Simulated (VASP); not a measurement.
Input of a VASP 6.6.1 run:

File INCAR:

```
SYSTEM = Ni
ALGO = Normal ; EDIFF = 1E-6
ENCUT = 520 ; GGA = PE
ISIF = 2 ; ISMEAR = -1
ISPIN = 2 ; LASPH = .TRUE.
LCHARG = .TRUE. ; LELF = .TRUE.
LMAXMIX = 4 ; LORBIT = 11
LREAL = .FALSE. ; LVHAR = .TRUE.
LWAVE = .FALSE. ; MAGMOM = 1
NBANDS = 15 ; NELM = 150
PREC = Accurate ; SIGMA = 0.1
```

Contents of KPOINTS:

```
k-points
0
G
  18 18 17
  0 0 0
```

File POSCAR:

```
Ni
1.0
    2.1531791627      0.0000000000      0.0000000000
   -1.0765895813      1.8647078538      0.0000000000
    0.0000000000      0.0000000000      2.0671392810
Ni
1
Direct
    0.0000000000      0.0000000000      0.0000000000
```

Potentials or basis: VASP PAW PBE potentials, release 64 (Ni).

The run is started by

```sh
$ cat potpaw_PBE.64/Ni/POTCAR > POTCAR
$ mpirun -np 1 vasp_std > vasp.out
```

**Question.** Predict the net moment.

**Answer.** 0.00 μB per cell.

**Question.** Estimate the pressure.

**Answer.** 134.2 GPa.

**Question.** What does it give for the band gap on the k mesh?

**Answer.** Zero (filled and empty bands overlap).

Stress tensor (GPa, compression positive):
```
134.55   0.00   0.00
  0.00 134.55   0.00
  0.00   0.00 133.44
```
